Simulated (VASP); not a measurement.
Set up this calculation in VASP 6.6.1, as the native input.

- Task: single point
- Functional: r2SCAN
- Potentials or basis: VASP PAW PBE potentials, release 64 (Ta_pv, Si)
- Cutoff: 520 eV
- k mesh: 9 × 9 × 6
- Occupations: gaussian, width 0.1 eV
- Spin: no spin polarisation
- Dipole correction: no
- Further INCAR settings: ALGO = Normal; EDIFF = 1e-06; NBANDS = 38

TaSi2:

```
CELL_PARAMETERS angstrom
4.78039 0.00000 0.00000
-2.39020 4.13994 0.00000
0.00000 0.00000 6.55797
ATOMIC_POSITIONS crystal
Ta 0.00000 0.50000 0.16667
Ta 0.50000 0.50000 0.83333
Ta 0.50000 0.00000 0.50000
Si 0.84172 0.68345 0.50000
Si 0.15828 0.84172 0.83333
Si 0.68345 0.84172 0.16667
Si 0.15828 0.31655 0.50000
Si 0.84172 0.15828 0.83333
Si 0.31655 0.15828 0.16667
```

One way to write it, as run:

POSCAR

```
TaSi2
1.0
    4.7803925607      0.0000000029      0.0000000000
   -2.3901962829      4.1399413962      0.0000000000
    0.0000000000      0.0000000000      6.5579690744
Ta Si
3 6
Direct
    0.0000000000      0.5000000000      0.1666666667
    0.5000000000      0.5000000000      0.8333333333
    0.5000000000      0.0000000000      0.5000000000
    0.8417232934      0.6834465867      0.5000000000
    0.1582767066      0.8417232934      0.8333333333
    0.6834465867      0.8417232934      0.1666666667
    0.1582767066      0.3165534133      0.5000000000
    0.8417232934      0.1582767066      0.8333333333
    0.3165534133      0.1582767066      0.1666666667
```

INCAR.step1

```
SYSTEM = TaSi2
  PREC = Accurate
  ENCUT = 520
  ISMEAR = 0
  SIGMA = 0.1
  LREAL = .FALSE.
  LASPH = .TRUE.
  NELM = 60
  NBANDS = 38
  GGA = PE
  ALGO = Normal
  EDIFF = 1E-4
  LWAVE = .TRUE.
  LCHARG = .FALSE.
```

INCAR.step2

```
SYSTEM = TaSi2
  PREC = Accurate
  ENCUT = 520
  EDIFF = 1E-6
  ISMEAR = 0
  SIGMA = 0.1
  LREAL = .FALSE.
  LASPH = .TRUE.
  NELM = 60
  ALGO = Normal
  ISIF = 2
  LWAVE = .FALSE.
  LCHARG = .FALSE.
  METAGGA = R2SCAN
  LMIXTAU = .TRUE.
  NBANDS = 38
  ISTART = 1
```

KPOINTS

```
Automatic mesh
0
G
  9 9 6
  0 0 0
```

Potentials or basis: VASP PAW PBE potentials, release 64 (Ta_pv, Si).

Command:

```bash
$ cat potpaw_PBE.64/Ta_pv/POTCAR potpaw_PBE.64/Si/POTCAR > POTCAR
$ cp INCAR.step1 INCAR
$ mpirun -np 1 vasp_std > vasp.out
$ cp INCAR.step2 INCAR
$ mpirun -np 1 vasp_std > vasp.out
```

It gave:

- Pressure: 0.1 GPa
- Largest force: 0.009 eV/Å
- Band gap on the k mesh: zero (an odd number of electrons rules out a gap without spin polarisation)

Caveat: the PAW data sets were made with another functional, which shifts forces and pressure a little; spin-orbit coupling is left out, which moves the levels of the heavy elements; an odd number of electrons without spin polarisation forces a metal; a magnetic or distorted state may lie lower.

Run time: 32 min on 1 thread of Oxide Virtual Turin-like Processor, on a shared host, peak memory 0.34 GiB.
